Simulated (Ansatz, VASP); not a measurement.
Two plane-wave programs on PtS2

The input POSCAR:

```
PtS2
1.0
    3.5432000000      0.0000000000      0.0000000000
   -1.7716000000      3.0685012107      0.0000000000
    0.0000000000      0.0000000000      5.0388000000
Pt S
1 2
Direct
    0.0000000000      0.0000000000      0.0000000000
    0.6666666667      0.3333333333      0.7730000000
    0.3333333333      0.6666666667      0.2270000000
```

Contents of INCAR.step1:

```
SYSTEM = PtS2
  PREC = Accurate
  ENCUT = 520
  EDIFF = 1E-5
  ISMEAR = -1
  SIGMA = 0.05
  LREAL = .FALSE.
  LASPH = .TRUE.
  NELM = 100
  ALGO = Normal
  ISIF = 2
  LWAVE = .TRUE.
  LCHARG = .FALSE.
  NBANDS = 18
  GGA = PE
```

INCAR.step2

```
SYSTEM = PtS2
  PREC = Accurate
  ENCUT = 520
  EDIFF = 1E-6
  ISMEAR = -1
  SIGMA = 0.05
  LREAL = .FALSE.
  LASPH = .TRUE.
  NELM = 100
  ALGO = Normal
  ISIF = 2
  LWAVE = .FALSE.
  LCHARG = .FALSE.
  GGA = PS
  LHFCALC = .TRUE.
  AEXX = 0.25
  HFSCREEN = 0.207
  PRECFOCK = Normal
  NBANDS = 18
  ISTART = 1
```

KPOINTS

```
Automatic mesh
0
G
  5 5 3
  0 0 0
```

File input.yaml:

```yaml
crystal:
  lattice:
    - [3.5432, 0.0, 0.0]
    - [-1.7716, 3.0685012107, 0.0]
    - [0.0, 0.0, 5.0388]
  atoms:
    - { symbol: Pt, position: [0.0, 0.0, 0.0] }
    - { symbol: S, position: [0.6666666667, 0.3333333333, 0.773] }
    - { symbol: S, position: [0.3333333333, 0.6666666667, 0.227] }
hamiltonian:
  xc:
    exchange: hjs_pbesol
    correlation: pbesol
    exx: { coeff: 0.25, omega: 0.207 }
  pseudopotentials: { kind: paw }
kpoints:
  mp_grid: { grid: [5, 5, 3] }
  band_path:
    path:
      - [[0.0, 0.0, 0.0], [0.5, 0.0, 0.0], [0.3333333333, 0.3333333333, 0.0], [0.0, 0.0, 0.0], [0.0, 0.0, 0.5], [0.5, 0.0, 0.5], [0.3333333333, 0.3333333333, 0.5], [0.0, 0.0, 0.5]]
      - [[0.5, 0.0, 0.5], [0.5, 0.0, 0.0]]
      - [[0.3333333333, 0.3333333333, 0.0], [0.3333333333, 0.3333333333, 0.5]]
    npoints: 4
scf:
  occupations: { method: fermi_dirac, width: 0.05 }
  n_extra_bands: 7
output:
  forces: true
  stress: true
  eigenvalues: true
  fatbands: false
```

Alike in both runs: functional PBEsol-based screened hybrid; k mesh 5 × 5 × 3; occupations fermi-dirac, width 0.05 eV; no spin polarisation.

```csv
,VASP,Ansatz
version,VASP 6.6.1,Ansatz 0.2.0
potentials or method,"VASP PAW PBE potentials, release 64 (Pt, S)",Ansatz PAW
plane-wave cutoff (eV),520,420
valence electrons in the cell,22,30
task,single point,band structure
```

|  | VASP | Ansatz | Ansatz less VASP |
| --- | --- | --- | --- |
| gap on the k mesh at the Fermi level (eV) | 1.85 | 1.88 | +0.027 |
| least direct gap on the mesh (eV) | 2.14 | 2.15 | +0.008 |
| pressure (GPa) | 3.3 | 3.7 | +0.35 |
| traceless stress, the component that is largest in VASP (GPa) | 1.29 | 1.19 | -0.100 |
| rms of the force components (eV/Å) | 0.338 | 0.348 | +0.0106 |

VASP's potentials were made for PBE, not for PBEsol-based screened hybrid. Atom by atom the forces differ by 0.011 eV/Å (rms over components). With one functional, cell and mesh, what is left measures potentials, basis and numerics. VASP's potentials hold 22 valence electrons a cell and Ansatz's 30, so a difference there can come from the potentials and not from the codes.

Neither program's run includes spin-orbit coupling. Noted on Ansatz's run: the k mesh misses the band edges, so the gap on the mesh is wider than the one along the path.
